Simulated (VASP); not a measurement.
# Fe (Pm-3m) in VASP: further runs

Fe is run at these levels: PBE; tasks: single point.

Everything below comes from runs of VASP 6.6.1. Logs are shortened: lines on timing, memory, paths and dates and some standing lists are left out, and cuts for length are marked.

## 1. The cell of the first run

Symmetry: Pm-3m, No. 221, cubic system. The conventional cell has a = 2.269 Å, b = 2.269 Å, c = 2.269 Å, α = 90.00°, β = 90.00°, γ = 90.00°. Within 3.0 Å of Fe (site symmetry m-3m) lie 6 Fe at 2.27 Å.

## 2. Single point, PBE

Contents of INCAR:

```
PREC = Accurate
ENCUT = 520
EDIFF = 1E-6
ISMEAR = -1
SIGMA = 0.1
LREAL = False
LASPH = True
NELM = 80
ALGO = Normal
ISIF = 2
LWAVE = False
LCHARG = False
GGA = PE
NBANDS = 10
```

Contents of KPOINTS:

```
Automatic mesh
0
Gamma
  7 7 7
```

Contents of POSCAR:

```
Fe
1.0
    2.2691808558      0.0000000000      0.0000000000
    0.0000000000      2.2691808558      0.0000000000
    0.0000000000      0.0000000000      2.2691808558
Fe
1
Direct
    0.0000000000      0.0000000000      0.0000000000
```

Potentials or basis: VASP PAW PBE potentials, release 64 (Fe).

Launch:

```console
$ cat potpaw_PBE.64/Fe/POTCAR > POTCAR
$ mpirun -np 1 vasp_std > vasp.out
```

OUTCAR:

```text
PREC = Accurate
   ENCUT = 520
   EDIFF = 1E-6
   ISMEAR = -1
   LREAL = False
   LASPH = True
   NELM = 80
   ISIF = 2
   GGA = PE

 ion  position               nearest neighbor table
   1  0.000  0.000  0.000-

  LATTYP: Found a simple cubic cell.
 ALAT       =     2.2691808558

  Lattice vectors:

 A1 = (   2.2691808558,   0.0000000000,   0.0000000000)
 A2 = (   0.0000000000,   2.2691808558,   0.0000000000)
 A3 = (   0.0000000000,   0.0000000000,   2.2691808558)

Analysis of symmetry for initial positions (statically):
=====================================================================
 Subroutine PRICEL returns:
 Original cell was already a primitive cell.

 Routine SETGRP: Setting up the symmetry group for a
 simple cubic supercell.

 Subroutine GETGRP returns: Found 48 space group operations
 (whereof 48 operations were pure point group operations)
 out of a pool of 48 trial point group operations.

The static configuration has the point symmetry O_h .

Analysis of symmetry for dynamics (positions and initial velocities):
=====================================================================
 Subroutine PRICEL returns:
 Original cell was already a primitive cell.

 Routine SETGRP: Setting up the symmetry group for a
 simple cubic supercell.

 Subroutine GETGRP returns: Found 48 space group operations
 (whereof 48 operations were pure point group operations)
 out of a pool of 48 trial point group operations.

The dynamic configuration has the point symmetry O_h .

 Subroutine INISYM returns: Found 48 space group operations
 (whereof 48 operations are pure point group operations),
 and found     1 'primitive' translations

----------------------------------------------------------------------------------------

                                     Primitive cell

  volume of cell :      11.6844

  direct lattice vectors                    reciprocal lattice vectors
     2.269180856  0.000000000  0.000000000     0.440687659  0.000000000  0.000000000
     0.000000000  2.269180856  0.000000000     0.000000000  0.440687659  0.000000000
     0.000000000  0.000000000  2.269180856     0.000000000  0.000000000  0.440687659

  length of vectors
     2.269180856  2.269180856  2.269180856     0.440687659  0.440687659  0.440687659

  position of ions in fractional coordinates (direct lattice)
     0.000000000  0.000000000  0.000000000

  ion indices of the primitive-cell ions
   primitive index   ion index
                 1           1

----------------------------------------------------------------------------------------

 KPOINTS: Automatic mesh

Automatic generation of k-mesh.
 Grid dimensions read from file:
 generate k-points for:    7    7    7

 Generating k-lattice:

  Cartesian coordinates                     Fractional coordinates (reciprocal lattice)
     0.062955380  0.000000000  0.000000000     0.142857143  0.000000000  0.000000000
     0.000000000  0.062955380  0.000000000     0.000000000  0.142857143  0.000000000
     0.000000000  0.000000000  0.062955380     0.000000000  0.000000000  0.142857143

  Length of vectors
     0.062955380  0.062955380  0.062955380

  Shift w.r.t. Gamma in fractional coordinates (k-lattice)
     0.000000000  0.000000000  0.000000000

 Subroutine IBZKPT returns following result:
 ===========================================

 Found     20 irreducible k-points:

 Following reciprocal coordinates:
            Coordinates               Weight
  0.000000  0.000000  0.000000      1.000000
  0.142857  0.000000  0.000000      6.000000
  0.285714  0.000000  0.000000      6.000000
  0.428571  0.000000  0.000000      6.000000
  0.142857  0.142857  0.000000     12.000000
  0.285714  0.142857  0.000000     24.000000
[... 12 lines left out ...]
  0.428571  0.428571  0.285714     24.000000
  0.428571  0.428571  0.428571      8.000000
   k-points           NKPTS =     20   k-points in BZ     NKDIM =     20   number of bands    NBANDS=     10
   number of dos      NEDOS =    301   number of ions     NIONS =      1
   total plane-waves  NPLWV =   5832
   dimension x,y,z NGX =    18 NGY =   18 NGZ =   18
   dimension x,y,z NGXF=    36 NGYF=   36 NGZF=   36
   ions per type =               1
   NGX,Y,Z   is equivalent  to a cutoff of  13.19, 13.19, 13.19 a.u.
   NGXF,Y,Z  is equivalent  to a cutoff of  26.37, 26.37, 26.37 a.u.
 SYSTEM =  unknown system
   PREC   = accura    normal or accurate (medium, high low for compatibility)
   ISTART =      0    job   : 0-new  1-cont  2-samecut
   ICHARG =      2    charge: 1-file 2-atom 10-const
   ISPIN  =      1    spin polarized calculation?
   LNONCOLLINEAR =      F non collinear calculations
   LSORBIT =      F    spin-orbit coupling
   LASPH  =      T    aspherical Exc in radial PAW
   ENCUT  =  520.0 eV  38.22 Ry    6.18 a.u.   4.22  4.22  4.22*2*pi/ulx,y,z
   NELM   =     80;   NELMIN=  2; NELMDL= -5     # of ELM steps
   EDIFF  = 0.1E-05   stopping-criterion for ELM
   LREAL  =      F    real-space projection
   EDIFFG = 0.1E-04   stopping-criterion for IOM
   NSW    =      0    number of steps for IOM
   IBRION =     -1    ionic relax: 0-MD 1-quasi-New 2-CG
   NFREE  =      0    steps in history (QN), initial steepest desc. (CG)
   ISIF   =      2    stress and relaxation
   ISYM   =      2    0-nonsym 1-usesym 2-fastsym
   POTIM  = 0.5000    time-step for ionic-motion
   TEBEG  =    0.0;   TEEND  =   0.0 temperature during run
   PSTRESS=    0.0 pullay stress
   NELECT =       8.0000    total number of electrons
   NUPDOWN=      -1.0000    fix difference up-down
   EMIN   =  10.00;   EMAX   =-10.00  energy-range for DOS
   EFERMI =   0.00;   METHOD = LEGACY
   ISMEAR =    -1;   SIGMA  =   0.10  broadening in eV -4-tet -1-fermi 0-gaus
   EFERMI_NEDOS =   21; number of points for ismear=-14 and -15
   IALGO  =     38    algorithm
   IMIX   =      4    mixing-type and parameters
     AMIX     =   0.40;   BMIX     =  1.00
     AMIX_MAG =   1.60;   BMIX_MAG =  1.00
  volume/ion in A,a.u.               =      11.68        78.85
  Fermi-wavevector in a.u.,A,eV,Ry     =   1.442898  2.726682 28.326724  2.081955
  Thomas-Fermi vector in A             =   2.561367
   LORBIT       =      0    0 simple, 1 ext, 2 COOP (PROOUT), +10 PAW based schemes
   GGA     = PE    functional components
   LHFCALC =     F    Hartree Fock is set to
   AEXX    =    0.0000 exact exchange contribution
   IVDW    =     0    specifies the selected vdW correction
   LEPSILON=     F    determine dielectric tensor
   LRPA    =     F    only Hartree local field effects (RPA)
 non-spin polarized calculation
  energy-cutoff  :      520.00
  volume of cell :       11.68
 maximum number of plane-waves:       320
 NGX is ok and might be reduce to    18
   NGX =  9   NGY =  9   NGZ =  9

 number of electron       7.9999999 magnetization

 Free energy of the ion-electron system (eV)
  ---------------------------------------------------
  ext. energy  EPLUGINS =         0.00000000
  ---------------------------------------------------
  free energy    TOTEN  =        -7.16810748 eV

  energy without entropy =       -7.08199955  energy(sigma->0) =       -7.12505352

 E-fermi :   5.7480     XC(G=0): -12.8885

 val. band max:        5.7331466214   @ k =   0.2857   0.0000   0.0000
 cond. band min:       5.7502677809   @ k =   0.4286   0.4286   0.2857
 fundamental gap:      0.0171211595
 Fermi energy:         5.7479838706

 k-point     1 :       0.0000    0.0000    0.0000
  band No.  band energies     occupation
      1      -2.4979      2.00000
      2       2.0019      2.00000
      3       2.0019      2.00000
      4       6.7388      0.00010
      5       6.7388      0.00010
      6       6.7388      0.00010
      7      26.4627      0.00000
      8      26.4627      0.00000
      9      26.4627      0.00000
     10      30.5298      0.00000

 k-point     2 :       0.1429    0.0000    0.0000
  band No.  band energies     occupation
      1      -1.8537      2.00000
      2       2.1168      2.00000
      3       2.3839      2.00000
      4       6.4128      0.00259
      5       6.4128      0.00259
      6       6.7651      0.00008
      7      21.6257      0.00000
      8      27.3774      0.00000
      9      27.3774      0.00000
     10      30.4317      0.00000

 k-point     3 :       0.2857    0.0000    0.0000
  band No.  band energies     occupation
      1      -0.1744      2.00000
      2       2.3833      2.00000
      3       3.3483      2.00000
      4       5.7331      1.07407
      5       5.7331      1.07405
      6       6.8243      0.00004
      7      16.0315      0.00000
      8      29.8488      0.00000
      9      29.8488      0.00000
     10      30.1557      0.00000

 k-point     4 :       0.4286    0.0000    0.0000
  band No.  band energies     occupation
      1       1.5899      2.00000
      2       2.6060      2.00000
      3       4.3640      2.00000
      4       5.2315      1.98863
      5       5.2315      1.98863
      6       6.8722      0.00003
      7      12.1420      0.00000
      8      29.8620      0.00000
      9      33.3647      0.00000
     10      33.3679      0.00000
[... 170 lines left out ...]
 k-point    18 :       0.4286    0.2857    0.2857
  band No.  band energies     occupation
      1       2.1333      2.00000
      2       3.4394      2.00000
      3       3.8992      2.00000
      4       5.2538      1.98582
      5       6.2121      0.01910
      6      10.8981      0.00000
      7      15.1579      0.00000
      8      22.3895      0.00000
      9      22.8812      0.00000
     10      26.7806      0.00000

 k-point    19 :       0.4286    0.4286    0.2857
  band No.  band energies     occupation
      1       1.8861      2.00000
      2       3.2802      2.00000
      3       3.3740      2.00000
      4       5.7503      0.98858
      5       7.3947      0.00000
      6      13.4360      0.00000
      7      16.3040      0.00000
      8      19.1014      0.00000
      9      21.6557      0.00000
     10      26.1544      0.00000

 k-point    20 :       0.4286    0.4286    0.4286
  band No.  band energies     occupation
      1       2.2804      2.00000
      2       2.5593      2.00000
      3       2.5593      2.00000
      4       7.4626      0.00000
      5       7.4626      0.00000
      6      16.1100      0.00000
      7      19.3010      0.00000
      8      19.3010      0.00000
      9      19.3145      0.00000
     10      25.1386      0.00000

------------------------ aborting loop because EDIFF is reached ----------------------------------------

  FORCE on cell =-STRESS in cart. coord.  units (eV):
  Direction    XX          YY          ZZ          XY          YZ          ZX
  --------------------------------------------------------------------------------------
  -------------------------------------------------------------------------------------
  Total       -0.0046159     -0.0046159     -0.0046159      0.0000000      0.0000000     -0.0000000
  in kB       -0.6329393     -0.6329393     -0.6329393      0.0000000      0.0000000     -0.0000000
  external PRESSURE =      -0.6329393 kB  Pullay stress =       0.0000000 kB

 VOLUME and BASIS-vectors are now :
 -----------------------------------------------------------------------------
  energy-cutoff  :      520.00
  volume of cell :       11.68
      direct lattice vectors                 reciprocal lattice vectors
     2.269180856  0.000000000  0.000000000     0.440687659  0.000000000  0.000000000
     0.000000000  2.269180856  0.000000000     0.000000000  0.440687659  0.000000000
     0.000000000  0.000000000  2.269180856     0.000000000  0.000000000  0.440687659

 POSITION                                       TOTAL-FORCE (eV/Angst)
 -----------------------------------------------------------------------------------
      0.00000      0.00000      0.00000         0.000000      0.000000      0.000000
 -----------------------------------------------------------------------------------
    total drift:                               -0.000000      0.000000      0.000000

  FREE ENERGIE OF THE ION-ELECTRON SYSTEM (eV)
  ---------------------------------------------------
  free  energy   TOTEN  =        -7.1681074824 eV

  energy  without entropy=       -7.0819995537  energy(sigma->0) =       -7.12505352
```

Run time: 4.5 s. Hardware: 1 thread of Intel Xeon Platinum 8488C (Sapphire Rapids), shared host; peak memory 0.12 GiB.

Results:

```yaml
Free_energy: -7.1681 eV
Pressure: -0.1 GPa
Band_gap_on_the_k_mesh: zero (band 4 reaches 7.46 eV, above the bottom of band 5 at 5.23 eV)
```

Caveat: the k points lie up to 0.40 Å⁻¹ apart; the run has no spin polarisation, though such a crystal can be magnetic. Spin polarisation is off, so any magnetic state and its effect on volume and gap are missing.

## 3. Single point, PBE, collinear spin, ferromagnetic start (volume scaled by 0.88)

Contents of INCAR:

```
SYSTEM = Fe
  PREC = Accurate
  ENCUT = 520
  EDIFF = 1E-6
  ISMEAR = -1
  SIGMA = 0.05
  LREAL = .FALSE.
  LASPH = .TRUE.
  NELM = 150
  ALGO = Normal
  ISIF = 2
  LWAVE = .FALSE.
  LCHARG = .TRUE.
  ISPIN = 2
  MAGMOM = 2.367
  LORBIT = 11
  LMAXMIX = 4
  GGA = PE
  LELF = .TRUE.
  LVHAR = .TRUE.
  NBANDS = 14
```

Contents of KPOINTS:

```
regular mesh
0
G
  15 15 15
  0 0 0
```

Contents of POSCAR:

```
Fe
1.0
    2.2724207056      0.0000000000      0.0000000000
    0.0000000000      2.2724207056      0.0000000000
    0.0000000000      0.0000000000      2.2724207056
Fe
1
Direct
    0.0000000000      0.0000000000      0.0000000000
```

Potentials or basis: VASP PAW PBE potentials, release 64 (Fe).

Launch:

```console
$ cat potpaw_PBE.64/Fe/POTCAR > POTCAR
$ mpirun -np 1 vasp_std > vasp.out
```

It took 81 s on 1 thread of AMD EPYC 7R13, shared host; peak memory 0.11 GiB.

The run converged. Its results:

| Property | Result |
| --- | --- |
| Free energy | -7.4055 eV |
| Pressure | 20.9 GPa |
| Net moment | 2.18 μB per cell |
| Site moments | Fe +2.16 μB |
| Valence electrons inside the program's atomic spheres | Fe 7.41 |

Levels at points of the mesh, in eV from the Fermi level:
Spin up:
```tsv
k point	band 1	band 2	band 3	band 4	band 5	band 6	band 7	band 8	band 9	band 10
(0.00, 0.00, 0.00)	-8.42	-4.30	-4.30	-0.23	-0.23	-0.23	20.32	20.32	20.32	24.51
```
Spin down:
```tsv
k point	band 1	band 2	band 3	band 4	band 5	band 6
(0.00, 0.00, 0.00)	-8.13	-3.00	-3.00	2.63	2.63	2.63
```

## 4. Single point, PBE, collinear spin, ferromagnetic start (volume scaled by 0.92)

Contents of INCAR:

```
ALGO = Normal
EDIFF = 1E-6
ENCUT = 520
GGA = PE
ISIF = 2
ISMEAR = -1
ISPIN = 2
LASPH = True
LCHARG = True
LELF = True
LMAXMIX = 4
LORBIT = 11
LREAL = False
LVHAR = True
LWAVE = False
MAGMOM = 2.367
NBANDS = 14
NELM = 150
PREC = Accurate
SIGMA = 0.05
```

Contents of KPOINTS:

```
k-points
0
Gamma
  15 15 15
```

Contents of POSCAR:

```
Fe
1.0
    2.3063424337      0.0000000000      0.0000000000
    0.0000000000      2.3063424337      0.0000000000
    0.0000000000      0.0000000000      2.3063424337
Fe
1
Direct
    0.0000000000      0.0000000000      0.0000000000
```

Launch:

```console
$ cat potpaw_PBE.64/Fe/POTCAR > POTCAR
$ mpirun -np 1 vasp_std > vasp.out
```

It took 70 s on 1 thread of AMD EPYC 7R13, shared host; peak memory 0.11 GiB.

The run converged. Its results:

- Free energy: -7.4596 eV
- Pressure: 11.9 GPa
- Net moment: 2.25 μB per cell
- Site moments: Fe +2.23 μB
- Valence electrons inside the program's atomic spheres: Fe 7.32

Levels at points of the mesh, in eV from the Fermi level:
Spin up:
| k point | band 3 | band 4 | band 5 | band 6 | band 7 | band 8 |
| --- | --- | --- | --- | --- | --- | --- |
| (0.00, 0.00, 0.00) | -4.11 | -0.32 | -0.32 | -0.32 | 19.76 | 19.76 |
Spin down:
| k point | band 1 | band 2 | band 3 | band 4 | band 5 | band 6 | band 7 |
| --- | --- | --- | --- | --- | --- | --- | --- |
| (0.00, 0.00, 0.00) | -7.87 | -2.74 | -2.74 | 2.59 | 2.59 | 2.59 | 20.38 |

## 5. Overview

```csv
spin,cell,k mesh,smearing,gap on the mesh (eV),pressure (GPa),moment (μB)
off,"a = 2.269 Å, 1 atom",7 × 7 × 7,fermi-dirac 0.1 eV,none,-0.1,-
"collinear, ferromagnetic start","a = 2.272 Å, 1 atom",15 × 15 × 15,fermi-dirac 0.05 eV,none,20.9,2.18
"collinear, ferromagnetic start","a = 2.306 Å, 1 atom",15 × 15 × 15,fermi-dirac 0.05 eV,none,11.9,2.25
```

Alike in all rows: task single point; level PBE; potentials or basis VASP PAW PBE potentials, release 64 (Fe); cutoff (eV) 520.

Caveats: some runs use coarse meshes.

Total energies depend on the potentials used, so only differences within one code and one set of settings carry meaning.
